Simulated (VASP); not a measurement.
A run of VASP 6.6.1:

Contents of INCAR:

```
SYSTEM = AlIn7N8
ALGO = Normal
EDIFF = 1E-6
EDIFFG = -0.05
ENCUT = 600
GGA = PS
IBRION = 2
ISIF = 3
ISMEAR = 0
LASPH = .TRUE.
LCHARG = .FALSE.
LREAL = Auto
LWAVE = .FALSE.
NELM = 60
NSW = 100
PREC = Accurate
SIGMA = 0.1
```

The input KPOINTS:

```
k-points
0
G
  4 3 3
  0 0 0
```

File POSCAR:

```
AlIn7N8
1.0
    0.0000000000      0.0000000000     -5.6069316400
   -6.9591742400      0.0000000000      0.0000000000
    3.4795871200      6.0268216800      0.0000000000
Al In N
1 7 8
Direct
    0.0000000000      0.6666666700      0.3333333300
    0.0000000000      0.1666666700      0.3333333300
    0.0000000000      0.6666666700      0.8333333300
    0.0000000000      0.1666666700      0.8333333300
    0.5000000000      0.3333333300      0.1666666700
    0.5000000000      0.8333333300      0.1666666700
    0.5000000000      0.3333333300      0.6666666700
    0.5000000000      0.8333333300      0.6666666700
    0.6250000000      0.6666666700      0.3333333300
    0.6250000000      0.1666666700      0.3333333300
    0.6250000000      0.6666666700      0.8333333300
    0.6250000000      0.1666666700      0.8333333300
    0.1250000000      0.3333333300      0.1666666700
    0.1250000000      0.8333333300      0.1666666700
    0.1250000000      0.3333333300      0.6666666700
    0.1250000000      0.8333333300      0.6666666700
```

Potentials or basis: VASP PAW PBE potentials, release 64 (Al, In_d, N).

Run with:

```console
$ cat potpaw_PBE.64/Al/POTCAR potpaw_PBE.64/In_d/POTCAR potpaw_PBE.64/N/POTCAR > POTCAR
$ mpirun -np 1 vasp_std > vasp.out
```

Hardware: 1 thread of AMD EPYC 9R45 96-Core Processor (Zen 5) (shared host).

Q: How long does it take, and how much memory?

A: It took 30 min on 1 thread of AMD EPYC 9R45 96-Core Processor (Zen 5), on a shared host, peak memory 0.47 GiB. Counts: scf iterations 89, k points 10, ion steps 10.
